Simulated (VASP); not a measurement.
# NaHg2 (P6/mmm) in VASP: a series of runs

NaHg2 is run at these levels: LDA; tasks: single point, relaxation of cell and atoms.

All numbers are computed with VASP 6.6.1; they aren't measurements. Logs are shortened: lines on timing, memory, paths and dates and some standing lists are left out, and cuts for length are marked.

## (1) The cell of the first run

The structure is hexagonal, space group P6/mmm (No. 191). Conventional cell: a = 4.956 Å, b = 4.956 Å, c = 3.092 Å, α = 90.00°, β = 90.00°, γ = 120.00°. Na (site symmetry 6/mmm) has 2 Na at 3.09 Å and 12 Hg at 3.25 Å within 4.1 Å. Within 3.8 Å of Hg (site symmetry -6m2) lie 5 Hg at 2.86 to 3.09 Å and 6 Na at 3.25 Å.

## (2) Single point, LDA

Contents of INCAR:

```
PREC = Accurate
ENCUT = 520
EDIFF = 1E-6
ISMEAR = -1
SIGMA = 0.15
LREAL = F
LASPH = T
NELM = 80
ALGO = Fast
ISIF = 2
LWAVE = F
LCHARG = F
GGA = CA
NBANDS = 22
```

Contents of KPOINTS:

```
regular mesh
0
Gamma
  12 12 14
```

Contents of POSCAR:

```
NaHg2
1.0
    4.9559994199      0.0000000000      0.0000000000
   -2.4779997099      4.2920213988      0.0000000000
    0.0000000000      0.0000000000      3.0923566612
Na Hg
1 2
Direct
    0.0000000000      0.0000000000      0.0000000000
    0.3333333333      0.6666666667      0.5000000000
    0.6666666667      0.3333333333      0.5000000000
```

Potentials or basis: VASP PAW LDA potentials, release 64 (Na_pv, Hg).

Launch:

```sh
$ cat potpaw_LDA.64/Na_pv/POTCAR potpaw_LDA.64/Hg/POTCAR > POTCAR
$ mpirun -np 1 vasp_std > vasp.out
```

OUTCAR:

```text
PREC = Accurate
   ENCUT = 520
   EDIFF = 1E-6
   ISMEAR = -1
   LREAL = F
   LASPH = T
   NELM = 80
   ISIF = 2
   GGA = CA

 ion  position               nearest neighbor table
   1  0.000  0.000  0.000-   2 3.25   3 3.25   2 3.25   3 3.25   2 3.25   2 3.25   3 3.25   3 3.25
                             3 3.25   3 3.25   2 3.25   2 3.25
   2  0.333  0.667  0.500-   3 2.86   3 2.86   3 2.86   1 3.25   1 3.25   1 3.25   1 3.25   1 3.25
                             1 3.25
   3  0.667  0.333  0.500-   2 2.86   2 2.86   2 2.86   1 3.25   1 3.25   1 3.25   1 3.25   1 3.25
                             1 3.25

  LATTYP: Found a hexagonal cell.
 ALAT       =     4.9559994199
 C/A-ratio  =     0.6239622726

  Lattice vectors:

 A1 = (   4.9559994199,   0.0000000000,   0.0000000000)
 A2 = (  -2.4779997099,   4.2920213988,   0.0000000000)
 A3 = (   0.0000000000,   0.0000000000,   3.0923566612)

Analysis of symmetry for initial positions (statically):
=====================================================================
 Subroutine PRICEL returns:
 Original cell was already a primitive cell.

 Routine SETGRP: Setting up the symmetry group for a
 hexagonal supercell.

 Subroutine GETGRP returns: Found 24 space group operations
 (whereof 24 operations were pure point group operations)
 out of a pool of 24 trial point group operations.

The static configuration has the point symmetry D_6h.

Analysis of symmetry for dynamics (positions and initial velocities):
=====================================================================
 Subroutine PRICEL returns:
 Original cell was already a primitive cell.

 Routine SETGRP: Setting up the symmetry group for a
 hexagonal supercell.

 Subroutine GETGRP returns: Found 24 space group operations
 (whereof 24 operations were pure point group operations)
 out of a pool of 24 trial point group operations.

The dynamic configuration has the point symmetry D_6h.

 Subroutine INISYM returns: Found 24 space group operations
 (whereof 24 operations are pure point group operations),
 and found     1 'primitive' translations

----------------------------------------------------------------------------------------

                                     Primitive cell

  volume of cell :      65.7783

  direct lattice vectors                    reciprocal lattice vectors
     4.955999420  0.000000000  0.000000000     0.201775649  0.116495225  0.000000000
    -2.477999710  4.292021399  0.000000000     0.000000000  0.232990451  0.000000000
     0.000000000  0.000000000  3.092356661     0.000000000  0.000000000  0.323377964

  length of vectors
     4.955999420  4.955999420  3.092356661     0.232990451  0.232990451  0.323377964

  position of ions in fractional coordinates (direct lattice)
     0.000000000  0.000000000  0.000000000
     0.333333333  0.666666667  0.500000000
     0.666666667  0.333333333  0.500000000

  ion indices of the primitive-cell ions
   primitive index   ion index
                 1           1
                 2           2
                 3           3

----------------------------------------------------------------------------------------

 KPOINTS: regular mesh

Automatic generation of k-mesh.
 Grid dimensions read from file:
 generate k-points for:   12   12   14

 Generating k-lattice:

  Cartesian coordinates                     Fractional coordinates (reciprocal lattice)
     0.016814637  0.009707935  0.000000000     0.083333333  0.000000000  0.000000000
     0.000000000  0.019415871  0.000000000     0.000000000  0.083333333  0.000000000
     0.000000000  0.000000000  0.023098426     0.000000000  0.000000000  0.071428571

  Length of vectors
     0.019415871  0.019415871  0.023098426

  Shift w.r.t. Gamma in fractional coordinates (k-lattice)
     0.000000000  0.000000000  0.000000000

 Subroutine IBZKPT returns following result:
 ===========================================

 Found    152 irreducible k-points:

 Following reciprocal coordinates:
            Coordinates               Weight
  0.000000  0.000000  0.000000      1.000000
  0.083333  0.000000  0.000000      6.000000
  0.166667  0.000000  0.000000      6.000000
  0.250000  0.000000  0.000000      6.000000
  0.333333  0.000000  0.000000      6.000000
  0.416667  0.000000  0.000000      6.000000
[... 16 lines left out ...]
  0.250000  0.000000  0.071429     12.000000
  0.333333  0.000000  0.071429     12.000000
 [... further k-points ...]
   k-points           NKPTS =    152   k-points in BZ     NKDIM =    152   number of bands    NBANDS=     22
   number of dos      NEDOS =    301   number of ions     NIONS =      3
   total plane-waves  NPLWV =  38400
   dimension x,y,z NGX =    40 NGY =   40 NGZ =   24
   dimension x,y,z NGXF=    80 NGYF=   80 NGZF=   48
   ions per type =               1   2
   NGX,Y,Z   is equivalent  to a cutoff of  13.42, 13.42, 12.90 a.u.
   NGXF,Y,Z  is equivalent  to a cutoff of  26.84, 26.84, 25.80 a.u.
 SYSTEM =  unknown system
   PREC   = accura    normal or accurate (medium, high low for compatibility)
   ISTART =      0    job   : 0-new  1-cont  2-samecut
   ICHARG =      2    charge: 1-file 2-atom 10-const
   ISPIN  =      1    spin polarized calculation?
   LNONCOLLINEAR =      F non collinear calculations
   LSORBIT =      F    spin-orbit coupling
   LASPH  =      T    aspherical Exc in radial PAW
   ENCUT  =  520.0 eV  38.22 Ry    6.18 a.u.   9.21  9.21  5.75*2*pi/ulx,y,z
   NELM   =     80;   NELMIN=  2; NELMDL= -5     # of ELM steps
   EDIFF  = 0.1E-05   stopping-criterion for ELM
   LREAL  =      F    real-space projection
   EDIFFG = 0.1E-04   stopping-criterion for IOM
   NSW    =      0    number of steps for IOM
   IBRION =     -1    ionic relax: 0-MD 1-quasi-New 2-CG
   NFREE  =      0    steps in history (QN), initial steepest desc. (CG)
   ISIF   =      2    stress and relaxation
   ISYM   =      2    0-nonsym 1-usesym 2-fastsym
   POTIM  = 0.5000    time-step for ionic-motion
   TEBEG  =    0.0;   TEEND  =   0.0 temperature during run
   PSTRESS=    0.0 pullay stress
   NELECT =      31.0000    total number of electrons
   NUPDOWN=      -1.0000    fix difference up-down
   EMIN   =  10.00;   EMAX   =-10.00  energy-range for DOS
   EFERMI =   0.00;   METHOD = LEGACY
   ISMEAR =    -1;   SIGMA  =   0.15  broadening in eV -4-tet -1-fermi 0-gaus
   EFERMI_NEDOS =   21; number of points for ismear=-14 and -15
   IALGO  =     68    algorithm
   IMIX   =      4    mixing-type and parameters
     AMIX     =   0.40;   BMIX     =  1.00
     AMIX_MAG =   1.60;   BMIX_MAG =  1.00
  volume/ion in A,a.u.               =      21.93       147.96
  Fermi-wavevector in a.u.,A,eV,Ry     =   1.273995  2.407502 22.083127  1.623064
  Thomas-Fermi vector in A             =   2.406788
   LORBIT       =      0    0 simple, 1 ext, 2 COOP (PROOUT), +10 PAW based schemes
   GGA     = CA    functional components
   LHFCALC =     F    Hartree Fock is set to
   AEXX    =    0.0000 exact exchange contribution
   IVDW    =     0    specifies the selected vdW correction
   LEPSILON=     F    determine dielectric tensor
   LRPA    =     F    only Hartree local field effects (RPA)
 non-spin polarized calculation
 RMM-DIIS sequential band-by-band and
  energy-cutoff  :      520.00
  volume of cell :       65.78
 maximum number of plane-waves:      1790
 NGX is ok and might be reduce to    40
   NGX = 19   NGY = 19   NGZ = 11

 number of electron      31.0000006 magnetization

 Free energy of the ion-electron system (eV)
  ---------------------------------------------------
  ext. energy  EPLUGINS =         0.00000000
  ---------------------------------------------------
  free energy    TOTEN  =        -4.29665810 eV

  energy without entropy =       -4.23206516  energy(sigma->0) =       -4.26436163

 E-fermi :   2.7098     XC(G=0): -10.5143

 val. band max:        2.6871731703   @ k =   0.0000   0.0000   0.0000
 cond. band min:       2.7357336852   @ k =   0.0000   0.0000   0.0714
 fundamental gap:      0.0485605148
 Fermi energy:         2.7098144795

 k-point     1 :       0.0000    0.0000    0.0000
  band No.  band energies     occupation
      1     -21.6483      2.00000
      2     -21.6483      2.00000
      3     -21.6314      2.00000
      4      -6.0253      2.00000
      5      -5.5648      2.00000
      6      -4.9822      2.00000
[... 14 lines left out ...]
     21      11.1651      0.00000
     22      14.6799      0.00000

 k-point     2 :       0.0833    0.0000    0.0000
  band No.  band energies     occupation
      1     -21.6484      2.00000
      2     -21.6483      2.00000
      3     -21.6314      2.00000
      4      -5.9744      2.00000
      5      -5.5576      2.00000
      6      -4.9985      2.00000
[... 14 lines left out ...]
     21      11.2381      0.00000
     22      14.6648      0.00000

 k-point     3 :       0.1667    0.0000    0.0000
  band No.  band energies     occupation
      1     -21.6489      2.00000
      2     -21.6483      2.00000
      3     -21.6314      2.00000
      4      -5.8312      2.00000
      5      -5.5370      2.00000
      6      -5.0827      2.00000
[... 14 lines left out ...]
     21      11.4536      0.00000
     22      14.6023      0.00000

 k-point     4 :       0.2500    0.0000    0.0000
  band No.  band energies     occupation
      1     -21.6495      2.00000
      2     -21.6483      2.00000
      3     -21.6314      2.00000
      4      -5.6323      2.00000
      5      -5.5063      2.00000
      6      -5.1991      2.00000
[... 14 lines left out ...]
     21      11.8006      0.00000
     22      14.4281      0.00000

 k-point     5 :       0.3333    0.0000    0.0000
  band No.  band energies     occupation
      1     -21.6501      2.00000
      2     -21.6484      2.00000
      3     -21.6315      2.00000
      4      -5.5016      2.00000
      5      -5.4423      2.00000
      6      -5.2468      2.00000
[... 417 lines left out ...]
 k-point    22 :       0.1667    0.0000    0.0714
  band No.  band energies     occupation
      1     -21.6481      2.00000
      2     -21.6475      2.00000
      3     -21.6376      2.00000
      4      -5.7687      2.00000
      5      -5.4633      2.00000
      6      -5.0653      2.00000
[... 14 lines left out ...]
     21      10.4144      0.00000
     22      15.4124      0.00000

 k-point    23 :       0.2500    0.0000    0.0714
  band No.  band energies     occupation
      1     -21.6487      2.00000
      2     -21.6476      2.00000
      3     -21.6376      2.00000
      4      -5.5891      2.00000
      5      -5.4200      2.00000
      6      -5.1854      2.00000
[... 14 lines left out ...]
     21      10.7420      0.00000
     22      14.8333      0.00000

 k-point    24 :       0.3333    0.0000    0.0714
  band No.  band energies     occupation
      1     -21.6493      2.00000
      2     -21.6476      2.00000
      3     -21.6376      2.00000
      4      -5.4906      2.00000
      5      -5.3458      2.00000
      6      -5.2403      2.00000
[... 14 lines left out ...]
     21      11.5589      0.00000
     22      14.0956      0.00000

 [... further k-points ...]

------------------------ aborting loop because EDIFF is reached ----------------------------------------

  FORCE on cell =-STRESS in cart. coord.  units (eV):
  Direction    XX          YY          ZZ          XY          YZ          ZX
  --------------------------------------------------------------------------------------
  -------------------------------------------------------------------------------------
  Total        0.2035919      0.2035919      0.1250227      0.0000000     -0.0000000      0.0000000
  in kB        4.9589353      4.9589353      3.0452053      0.0000000     -0.0000000      0.0000000
  external PRESSURE =       4.3210253 kB  Pullay stress =       0.0000000 kB

 VOLUME and BASIS-vectors are now :
 -----------------------------------------------------------------------------
  energy-cutoff  :      520.00
  volume of cell :       65.78
      direct lattice vectors                 reciprocal lattice vectors
     4.955999420  0.000000000  0.000000000     0.201775649  0.116495225  0.000000000
    -2.477999710  4.292021399  0.000000000     0.000000000  0.232990451  0.000000000
     0.000000000  0.000000000  3.092356661     0.000000000  0.000000000  0.323377964

 POSITION                                       TOTAL-FORCE (eV/Angst)
 -----------------------------------------------------------------------------------
      0.00000      0.00000      0.00000        -0.000000      0.000000      0.000000
     -0.00000      2.86135      1.54618         0.000000      0.000000      0.000000
      2.47800      1.43067      1.54618        -0.000000      0.000000     -0.000000
 -----------------------------------------------------------------------------------
    total drift:                                0.000000     -0.000000      0.000000

  FREE ENERGIE OF THE ION-ELECTRON SYSTEM (eV)
  ---------------------------------------------------
  free  energy   TOTEN  =        -4.2966580994 eV

  energy  without entropy=       -4.2320651595  energy(sigma->0) =       -4.26436163
```

It took 3 min on 1 thread of Intel Xeon Platinum 8488C (Sapphire Rapids), shared host; peak memory 0.3 GiB.

What came out:

| Item | Value |
| --- | --- |
| Free energy | -4.2967 eV |
| Pressure | 0.4 GPa |
| Band gap on the k mesh | zero (an odd number of electrons rules out a gap without spin polarisation) |

Levels at points of the mesh, in eV from the Fermi level:
```csv
k point,band 13,band 14,band 15,band 16,band 17,band 18,band 19,band 20
"(0.00, 0.00, 0.00)",-6.38,-6.38,-0.02,1.07,1.07,3.78,3.78,4.05
"(0.50, 0.00, 0.00)",-6.31,-5.49,-5.34,-0.87,1.11,7.82,8.27,8.64
"(0.00, 0.00, 0.50)",-5.76,-3.60,-2.41,3.53,4.05,4.33,4.33,6.51
"(0.50, 0.00, 0.50)",-5.97,-2.54,-1.84,-0.52,1.12,1.96,4.18,5.66
```

Caveat: spin-orbit coupling is left out, which moves the levels of the heavy elements.

## (3) Relaxation of cell and atoms, LDA

Contents of INCAR:

```
SYSTEM = NaHg2
  PREC = Accurate
  ENCUT = 600
  EDIFF = 1E-6
  ISMEAR = -1
  SIGMA = 0.15
  LREAL = .FALSE.
  LASPH = .TRUE.
  NELM = 60
  ALGO = Fast
  ISIF = 3
  LWAVE = .FALSE.
  LCHARG = .FALSE.
  GGA = CA
  IBRION = 2
  NSW = 80
  EDIFFG = -0.001
```

Contents of KPOINTS:

```
regular mesh
0
G
  12 12 14
  0 0 0
```

Contents of POSCAR:

```
NaHg2
1.0
    4.9609571433      0.0000000000      0.0000000000
   -2.4804785716      4.2963149131      0.0000000000
    0.0000000000      0.0000000000      3.0809738612
Na Hg
1 2
Direct
    0.0000000000      0.0000000000      0.0000000000
    0.3333333333      0.6666666667      0.5000000000
    0.6666666667      0.3333333333      0.5000000000
```

Potentials or basis: VASP PAW LDA potentials, release 64 (Na_pv, Hg).

Launch:

```sh
$ cat potpaw_LDA.64/Na_pv/POTCAR potpaw_LDA.64/Hg/POTCAR > POTCAR
$ mpirun -np 1 vasp_std > vasp.out
```

Wall time 17 min (1 thread of Intel Xeon Platinum 8488C (Sapphire Rapids), shared host); peak memory 0.34 GiB.

It converged, with:

```yaml
Free_energy: -4.2977 eV
Relaxed_volume: 22.15 Å³/atom
Relaxed_cell: a = 4.975 Å, b = 4.975 Å, c = 3.101 Å, α = 90.00°, β = 90.00°, γ = 120.00°
Space_group_after_relaxing_to_0.1_Å: P6/mmm (No. 191)
Energy_gained_by_relaxing: 0.4 meV/atom
Ionic_steps: 18
Pressure_after_relaxing: 0.0 GPa
Band_gap_on_the_k_mesh: zero (an odd number of electrons rules out a gap without spin polarisation)
```

Step by step:
```
step  energy change (eV)  largest force (eV/Å)  pressure (GPa)  volume (Å³)
   1              0.0000                0.0000            0.49        65.67
   2             -0.0012                0.0000            0.10        66.30
   3             -0.0012                0.0000            0.00        66.45
   4             -0.0013                0.0000           -0.02        66.46
   5             -0.0013                0.0000           -0.01        66.50
   6             -0.0013                0.0000           -0.01        66.49
   7             -0.0013                0.0000           -0.01        66.48
   8             -0.0013                0.0000           -0.01        66.48
   9             -0.0013                0.0000           -0.01        66.48
  10             -0.0013                0.0000           -0.02        66.46
  11             -0.0013                0.0000            0.07        66.40
  12             -0.0013                0.0000           -0.01        66.45
  13             -0.0013                0.0000            0.00        66.43
  14             -0.0013                0.0000            0.02        66.44
  15             -0.0013                0.0000            0.01        66.45
  16             -0.0013                0.0000            0.03        66.45
  17             -0.0013                0.0000            0.03        66.45
  18             -0.0013                0.0000            0.00        66.46
```

Final structure:
```
Na Hg
1.0
     4.97454    0.00000    0.00000
    -2.48727    4.30808    0.00000
     0.00000    0.00000    3.10120
Na Hg
1 2
Cartesian
  0.0000 0.0000 0.0000
  0.0000 2.8721 1.5506
  2.4873 1.4360 1.5506
```

Levels at points of the mesh, in eV from the Fermi level:
```
           k point  band 14  band 15  band 16  band 17  band 18  band 19
(0.00, 0.00, 0.00)    -6.37    -0.08     1.07     1.07     3.75     3.75
(0.50, 0.00, 0.00)    -5.49    -5.31    -0.85     1.07     7.77     8.21
(0.00, 0.00, 0.50)    -3.60    -2.37     3.43     4.03     4.30     4.30
(0.50, 0.00, 0.50)    -2.55    -1.84    -0.50     1.12     1.96     4.12
```

Caveat: spin-orbit coupling is left out, which moves the levels of the heavy elements.

The gap in the log of VASP goes by the Fermi energy; the results here count the filled bands.